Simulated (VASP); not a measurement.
# Au (Fm-3m) in VASP: further runs

Runs on Au. Level: PBEsol. Tasks: single point, relaxation of cell and atoms.

Program: VASP 6.6.1. These are calculated values, not measurements. Logs are shortened: lines on timing, memory, paths and dates and some standing lists are left out, and cuts for length are marked.

### Step 1. The cell of the first run

Symmetry: Fm-3m, No. 225, cubic system. The conventional cell has a = 4.081 Å, b = 4.081 Å, c = 4.081 Å, α = 90.00°, β = 90.00°, γ = 90.00°. Within 3.8 Å of Au (site symmetry m-3m) lie 12 Au at 2.89 Å.

### Step 2. Single point, PBEsol

INCAR reads:

```
PREC = Accurate
ENCUT = 520
EDIFF = 1E-7
ISMEAR = -1
SIGMA = 0.05
LREAL = False
LASPH = True
NELM = 100
ALGO = Normal
ISIF = 2
LWAVE = False
LCHARG = False
GGA = PS
NBANDS = 12
```

KPOINTS reads:

```
Automatic mesh
0
Gamma
  7 7 7
```

POSCAR reads:

```
Au
1.0
    0.0000000000      2.0405756996      2.0405756996
    2.0405756996      0.0000000000      2.0405756996
    2.0405756996      2.0405756996      0.0000000000
Au
1
Direct
    0.0000000000      0.0000000000      0.0000000000
```

Potentials or basis: VASP PAW PBE potentials, release 64 (Au).

Launch:

```sh
> cat potpaw_PBE.64/Au/POTCAR > POTCAR
> mpirun -np 1 vasp_std > vasp.out
```

OUTCAR:

```text
PREC = Accurate
   ENCUT = 520
   EDIFF = 1E-7
   ISMEAR = -1
   LREAL = False
   LASPH = True
   NELM = 100
   ISIF = 2
   GGA = PS

 ion  position               nearest neighbor table
   1  0.000  0.000  0.000-

  LATTYP: Found a face centered cubic cell.
 ALAT       =     4.0811513992

  Lattice vectors:

 A1 = (   0.0000000000,   2.0405756996,   2.0405756996)
 A2 = (   2.0405756996,   0.0000000000,   2.0405756996)
 A3 = (   2.0405756996,   2.0405756996,   0.0000000000)

Analysis of symmetry for initial positions (statically):
=====================================================================
 Subroutine PRICEL returns:
 Original cell was already a primitive cell.

 Routine SETGRP: Setting up the symmetry group for a
 face centered cubic supercell.

 Subroutine GETGRP returns: Found 48 space group operations
 (whereof 48 operations were pure point group operations)
 out of a pool of 48 trial point group operations.

The static configuration has the point symmetry O_h .

Analysis of symmetry for dynamics (positions and initial velocities):
=====================================================================
 Subroutine PRICEL returns:
 Original cell was already a primitive cell.

 Routine SETGRP: Setting up the symmetry group for a
 face centered cubic supercell.

 Subroutine GETGRP returns: Found 48 space group operations
 (whereof 48 operations were pure point group operations)
 out of a pool of 48 trial point group operations.

The dynamic configuration has the point symmetry O_h .

 Subroutine INISYM returns: Found 48 space group operations
 (whereof 48 operations are pure point group operations),
 and found     1 'primitive' translations

----------------------------------------------------------------------------------------

                                     Primitive cell

  volume of cell :      16.9937

  direct lattice vectors                    reciprocal lattice vectors
     0.000000000  2.040575700  2.040575700    -0.245028891  0.245028891  0.245028891
     2.040575700  0.000000000  2.040575700     0.245028891 -0.245028891  0.245028891
     2.040575700  2.040575700  0.000000000     0.245028891  0.245028891 -0.245028891

  length of vectors
     2.885809829  2.885809829  2.885809829     0.424402488  0.424402488  0.424402488

  position of ions in fractional coordinates (direct lattice)
     0.000000000  0.000000000  0.000000000

  ion indices of the primitive-cell ions
   primitive index   ion index
                 1           1

----------------------------------------------------------------------------------------

 KPOINTS: Automatic mesh

Automatic generation of k-mesh.
 Grid dimensions read from file:
 generate k-points for:    7    7    7

 Generating k-lattice:

  Cartesian coordinates                     Fractional coordinates (reciprocal lattice)
    -0.035004127  0.035004127  0.035004127     0.142857143  0.000000000  0.000000000
     0.035004127 -0.035004127  0.035004127     0.000000000  0.142857143  0.000000000
     0.035004127  0.035004127 -0.035004127     0.000000000  0.000000000  0.142857143

  Length of vectors
     0.060628927  0.060628927  0.060628927

  Shift w.r.t. Gamma in fractional coordinates (k-lattice)
     0.000000000  0.000000000  0.000000000

 Subroutine IBZKPT returns following result:
 ===========================================

 Found     20 irreducible k-points:

 Following reciprocal coordinates:
            Coordinates               Weight
  0.000000  0.000000  0.000000      1.000000
  0.142857  0.000000  0.000000      8.000000
  0.285714  0.000000  0.000000      8.000000
  0.428571  0.000000  0.000000      8.000000
  0.142857  0.142857  0.000000      6.000000
  0.285714  0.142857  0.000000     24.000000
[... 12 lines left out ...]
 -0.428571  0.428571  0.142857     24.000000
 -0.285714  0.428571  0.142857     24.000000
   k-points           NKPTS =     20   k-points in BZ     NKDIM =     20   number of bands    NBANDS=     12
   number of dos      NEDOS =    301   number of ions     NIONS =      1
   total plane-waves  NPLWV =  13824
   dimension x,y,z NGX =    24 NGY =   24 NGZ =   24
   dimension x,y,z NGXF=    48 NGYF=   48 NGZF=   48
   ions per type =               1
   NGX,Y,Z   is equivalent  to a cutoff of  13.83, 13.83, 13.83 a.u.
   NGXF,Y,Z  is equivalent  to a cutoff of  27.65, 27.65, 27.65 a.u.
 SYSTEM =  unknown system
   PREC   = accura    normal or accurate (medium, high low for compatibility)
   ISTART =      0    job   : 0-new  1-cont  2-samecut
   ICHARG =      2    charge: 1-file 2-atom 10-const
   ISPIN  =      1    spin polarized calculation?
   LNONCOLLINEAR =      F non collinear calculations
   LSORBIT =      F    spin-orbit coupling
   LASPH  =      T    aspherical Exc in radial PAW
   ENCUT  =  520.0 eV  38.22 Ry    6.18 a.u.   5.37  5.37  5.37*2*pi/ulx,y,z
   NELM   =    100;   NELMIN=  2; NELMDL= -5     # of ELM steps
   EDIFF  = 0.1E-06   stopping-criterion for ELM
   LREAL  =      F    real-space projection
   EDIFFG = 0.1E-05   stopping-criterion for IOM
   NSW    =      0    number of steps for IOM
   IBRION =     -1    ionic relax: 0-MD 1-quasi-New 2-CG
   NFREE  =      0    steps in history (QN), initial steepest desc. (CG)
   ISIF   =      2    stress and relaxation
   ISYM   =      2    0-nonsym 1-usesym 2-fastsym
   POTIM  = 0.5000    time-step for ionic-motion
   TEBEG  =    0.0;   TEEND  =   0.0 temperature during run
   PSTRESS=    0.0 pullay stress
   NELECT =      11.0000    total number of electrons
   NUPDOWN=      -1.0000    fix difference up-down
   EMIN   =  10.00;   EMAX   =-10.00  energy-range for DOS
   EFERMI =   0.00;   METHOD = LEGACY
   ISMEAR =    -1;   SIGMA  =   0.05  broadening in eV -4-tet -1-fermi 0-gaus
   EFERMI_NEDOS =   21; number of points for ismear=-14 and -15
   IALGO  =     38    algorithm
   IMIX   =      4    mixing-type and parameters
     AMIX     =   0.40;   BMIX     =  1.00
     AMIX_MAG =   1.60;   BMIX_MAG =  1.00
  volume/ion in A,a.u.               =      16.99       114.68
  Fermi-wavevector in a.u.,A,eV,Ry     =   1.416151  2.676138 27.286277  2.005485
  Thomas-Fermi vector in A             =   2.537516
   LORBIT       =      0    0 simple, 1 ext, 2 COOP (PROOUT), +10 PAW based schemes
   GGA     = PS    functional components
   LHFCALC =     F    Hartree Fock is set to
   AEXX    =    0.0000 exact exchange contribution
   IVDW    =     0    specifies the selected vdW correction
   LEPSILON=     F    determine dielectric tensor
   LRPA    =     F    only Hartree local field effects (RPA)
 non-spin polarized calculation
  energy-cutoff  :      520.00
  volume of cell :       16.99
 maximum number of plane-waves:       471
 NGX is ok and might be reduce to    24
   NGX = 11   NGY = 11   NGZ = 11

 number of electron      11.0000000 magnetization

 Free energy of the ion-electron system (eV)
  ---------------------------------------------------
  ext. energy  EPLUGINS =         0.00000000
  ---------------------------------------------------
  free energy    TOTEN  =        -3.97694517 eV

  energy without entropy =       -3.97567115  energy(sigma->0) =       -3.97630816

 E-fermi :   8.8806     XC(G=0): -12.8992

 val. band max:        8.5578248516   @ k =   0.4286   0.2857   0.0000
 cond. band min:       8.8960992087   @ k =   0.4286   0.4286   0.0000
 fundamental gap:      0.3382743571
 Fermi energy:         8.8805688694

 k-point     1 :       0.0000    0.0000    0.0000
  band No.  band energies     occupation
      1      -0.6247      2.00000
      2       4.6417      2.00000
      3       4.6417      2.00000
      4       4.6417      2.00000
      5       6.1789      2.00000
      6       6.1789      2.00000
      7      23.8228      0.00000
      8      27.8308      0.00000
      9      27.8308      0.00000
     10      27.8308      0.00000
     11      32.7046      0.00000
     12      37.4065      0.00000

 k-point     2 :       0.1429    0.0000    0.0000
  band No.  band energies     occupation
      1       0.0634      2.00000
      2       4.4528      2.00000
      3       4.8446      2.00000
      4       4.8446      2.00000
      5       6.1158      2.00000
      6       6.1158      2.00000
      7      24.1420      0.00000
      8      24.9583      0.00000
      9      28.6173      0.00000
     10      28.6173      0.00000
     11      32.2679      0.00000
     12      34.5655      0.00000

 k-point     3 :       0.2857    0.0000    0.0000
  band No.  band energies     occupation
      1       1.5163      2.00000
      2       4.7273      2.00000
      3       4.8798      2.00000
      4       4.8798      2.00000
      5       6.5209      2.00000
      6       6.5209      2.00000
      7      19.0719      0.00000
      8      24.6194      0.00000
      9      28.9403      0.00000
     10      28.9403      0.00000
     11      31.4996      0.00000
     12      32.3494      0.00000
[... 226 lines left out ...]
 k-point    19 :      -0.4286    0.4286    0.1429
  band No.  band energies     occupation
      1       2.9091      2.00000
      2       3.1534      2.00000
      3       5.3825      2.00000
      4       6.7205      2.00000
      5       7.4794      2.00000
      6      11.1948      0.00000
      7      16.0165      0.00000
      8      18.3880      0.00000
      9      19.6480      0.00000
     10      29.6435      0.00000
     11      29.8997      0.00000
     12      34.9411      0.00000

 k-point    20 :      -0.2857    0.4286    0.1429
  band No.  band energies     occupation
      1       3.3065      2.00000
      2       3.7789      2.00000
      3       4.6151      2.00000
      4       6.1058      2.00000
      5       7.4718      2.00000
      6      13.0663      0.00000
      7      15.1677      0.00000
      8      16.3608      0.00000
      9      20.2345      0.00000
     10      29.4279      0.00000
     11      32.9637      0.00000
     12      34.6587      0.00000

------------------------ aborting loop because EDIFF is reached ----------------------------------------

  FORCE on cell =-STRESS in cart. coord.  units (eV):
  Direction    XX          YY          ZZ          XY          YZ          ZX
  --------------------------------------------------------------------------------------
  -------------------------------------------------------------------------------------
  Total       -0.0302824     -0.0302824     -0.0302824     -0.0000000     -0.0000000      0.0000000
  in kB       -2.8550445     -2.8550445     -2.8550445     -0.0000000     -0.0000000      0.0000000
  external PRESSURE =      -2.8550445 kB  Pullay stress =       0.0000000 kB

 VOLUME and BASIS-vectors are now :
 -----------------------------------------------------------------------------
  energy-cutoff  :      520.00
  volume of cell :       16.99
      direct lattice vectors                 reciprocal lattice vectors
     0.000000000  2.040575700  2.040575700    -0.245028891  0.245028891  0.245028891
     2.040575700  0.000000000  2.040575700     0.245028891 -0.245028891  0.245028891
     2.040575700  2.040575700  0.000000000     0.245028891  0.245028891 -0.245028891

 POSITION                                       TOTAL-FORCE (eV/Angst)
 -----------------------------------------------------------------------------------
      0.00000      0.00000      0.00000         0.000000      0.000000      0.000000
 -----------------------------------------------------------------------------------
    total drift:                               -0.000000      0.000000      0.000000

  FREE ENERGIE OF THE ION-ELECTRON SYSTEM (eV)
  ---------------------------------------------------
  free  energy   TOTEN  =        -3.9769451716 eV

  energy  without entropy=       -3.9756711529  energy(sigma->0) =       -3.97630816
```

Wall time 4.1 s (1 thread of Intel Xeon 8259CL, shared host); peak memory 0.14 GiB.

Results:

* Free energy: -3.9769 eV
* Pressure: -0.3 GPa
* Band gap on the k mesh: zero (an odd number of electrons rules out a gap without spin polarisation)

Caveat: the k points lie up to 0.38 Å⁻¹ apart, too coarse for converged energies and pressures of a metal; the PAW data sets were made with another functional, which shifts forces and pressure a little; spin-orbit coupling is left out, which moves the levels of the heavy elements.

### Step 3. Relaxation of cell and atoms, PBEsol

This run uses another cell than the first one, of 16.85 Å³/atom.

INCAR reads:

```
PREC     = Accurate       # precision mode
ENCUT    = 600            # plane-wave cutoff, eV
EDIFF    = 1E-7           # SCF threshold, eV
ISMEAR   = -1             # smearing method
SIGMA    = 0.05           # smearing width, eV
LREAL    = False          # projectors in reciprocal space
LASPH    = True           # aspherical terms in the spheres
NELM     = 60             # most SCF steps
ALGO     = Normal         # electronic algorithm
ISIF     = 3              # what is computed and relaxed
LWAVE    = False          # write WAVECAR
LCHARG   = False          # write CHGCAR
GGA      = PS             # functional
IBRION   = 2              # ionic algorithm
NSW      = 80             # ionic steps
EDIFFG   = -0.03          # ionic threshold
```

KPOINTS reads:

```
regular mesh
0
Gamma
  7 7 7
```

POSCAR reads:

```
Au
1.0
    0.0000000000      2.0350000000      2.0350000000
    2.0350000000      0.0000000000      2.0350000000
    2.0350000000      2.0350000000      0.0000000000
Au
1
Direct
    0.0000000000      0.0000000000      0.0000000000
```

Potentials or basis: VASP PAW PBE potentials, release 64 (Au).

Launch:

```sh
> cat potpaw_PBE.64/Au/POTCAR > POTCAR
> mpirun -np 1 vasp_std > vasp.out
```

It took 9.4 s on 1 thread of Intel Xeon 8259CL, shared host; peak memory 0.14 GiB.

It converged, with:

```
Free energy                           : -3.9768 eV
Relaxed volume                        : 16.98 Å³/atom
Relaxed cell                          : a = 2.885 Å, b = 2.885 Å, c = 2.885 Å, α = 60.00°, β = 60.00°, γ = 60.00°
Space group after relaxing (to 0.1 Å) : Fm-3m (No. 225)
Energy gained by relaxing             : 0.5 meV/atom
Ionic steps                           : 3
Pressure after relaxing               : 0.0 GPa
Band gap on the k mesh                : zero (an odd number of electrons rules out a gap without spin polarisation)
```

The path:
| step | energy change (eV) | largest force (eV/Å) | pressure (GPa) | volume (Å³) |
| --- | --- | --- | --- | --- |
| 1 | 0.0000 | 0.0000 | 1.29 | 16.85 |
| 2 | 0.0010 | 0.0000 | -2.13 | 17.19 |
| 3 | -0.0005 | 0.0000 | 0.00 | 16.98 |

Final structure:
```cif
data_structure
_symmetry_space_group_name_H-M 'P 1'
_symmetry_Int_Tables_number 1
_cell_length_a 2.8848
_cell_length_b 2.8848
_cell_length_c 2.8848
_cell_angle_alpha 60.000
_cell_angle_beta 60.000
_cell_angle_gamma 60.000
_cell_volume 16.98
loop_
_atom_site_label
_atom_site_type_symbol
_atom_site_fract_x
_atom_site_fract_y
_atom_site_fract_z
_atom_site_occupancy
Au1 Au 0.00000 0.00000 0.00000 1
```

Levels at points of the mesh, in eV from the Fermi level:
```tsv
k point	band 3	band 4	band 5	band 6	band 7	band 8	band 9
(0.00, 0.00, 0.00)	-4.24	-4.24	-2.70	-2.70	14.94	18.96	18.96
```

Caveat: the k points lie up to 0.38 Å⁻¹ apart in the final cell, too coarse for converged energies and pressures of a metal; the PAW data sets were made with another functional, which shifts forces and pressure a little; spin-orbit coupling is left out, which moves the levels of the heavy elements.
